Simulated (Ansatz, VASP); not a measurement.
HfB2: VASP beside Ansatz

```
Hf B
1.0
     3.09756    0.00000    0.00000
    -1.54878    2.68257    0.00000
     0.00000    0.00000    3.43297
Hf B
1 2
Cartesian
  0.0000 0.0000 0.0000
  0.0000 1.7884 1.7165
  1.5488 0.8942 1.7165
```

Change from the starting cell: volume scaled by 0.96, crystal datasets.

Alike in both runs: task electric field gradients; functional PBE; k mesh 13 × 13 × 11; occupations fermi-dirac, width 0.05 eV; no spin polarisation.

|  | VASP | Ansatz |
| --- | --- | --- |
| version | VASP 6.6.1 | Ansatz 0.2.0 |
| potentials or method | VASP PAW PBE potentials, release 64 (Hf_pv, B), cutoff 520 eV | all-electron PAW with datasets made for the crystal, scalar-relativistic |

VASP gave:

```
pressure (GPa)                                                : 12.3
traceless stress, the component that is largest in VASP (GPa) : -0.57
size of Vzz on the site where it differs most (V/Å²)          : 78.1
```

Q: What did Ansatz give for the same quantities?

A: Pressure (GPa): 12.7; traceless stress, the component that is largest in VASP (GPa): -0.80; size of Vzz on the site where it differs most (V/Å²): 111.5.

Ansatz ran all-electron here, and VASP with PAW potentials.

Neither program's run includes spin-orbit coupling.
